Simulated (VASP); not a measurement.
Wanted: the native input for a VASP 6.6.1 run.

* Task: single point
* Functional: LDA
* Potentials or basis: VASP PAW LDA potentials, release 64 (Zn)
* Cutoff: 520 eV
* k mesh: 14 × 14 × 7
* Occupations: fermi-dirac, width 0.01 eV
* Spin: no spin polarisation
* Dipole correction: no
* Further INCAR settings: ALGO = Normal; EDIFF = 1e-07; NBANDS = 19

The structure of Zn lies in POSCAR:

```
Zn
1.0
    2.5709734941      0.0000000000      0.0000000000
   -1.2854867470      2.2265283583      0.0000000000
    0.0000000000      0.0000000000      4.7361908757
Zn
2
Direct
    0.3333333333      0.6666666667      0.2500000000
    0.6666666667      0.3333333333      0.7500000000
```

The input as run:

INCAR

```
SYSTEM = Zn
  PREC = Accurate
  ENCUT = 520
  EDIFF = 1E-7
  ISMEAR = -1
  SIGMA = 0.01
  LREAL = .FALSE.
  LASPH = .TRUE.
  NELM = 60
  ALGO = Normal
  ISIF = 2
  LWAVE = .FALSE.
  LCHARG = .FALSE.
  NBANDS = 19
```

KPOINTS

```
Automatic mesh
0
G
  14 14 7
  0 0 0
```

Potentials or basis: VASP PAW LDA potentials, release 64 (Zn).

The run is started by

```console
$ cat potpaw_LDA.64/Zn/POTCAR > POTCAR
$ mpirun -np 1 vasp_std > vasp.out
```

Results of the run:

- Pressure: 0.7 GPa
- Band gap on the k mesh: zero (band 12 reaches 5.21 eV, above the bottom of band 13 at 0.86 eV)

Wall time 14 s on 1 thread of Intel(R) Xeon(R) 6975P-C (Granite Rapids), on a shared host, peak memory 0.15 GiB.
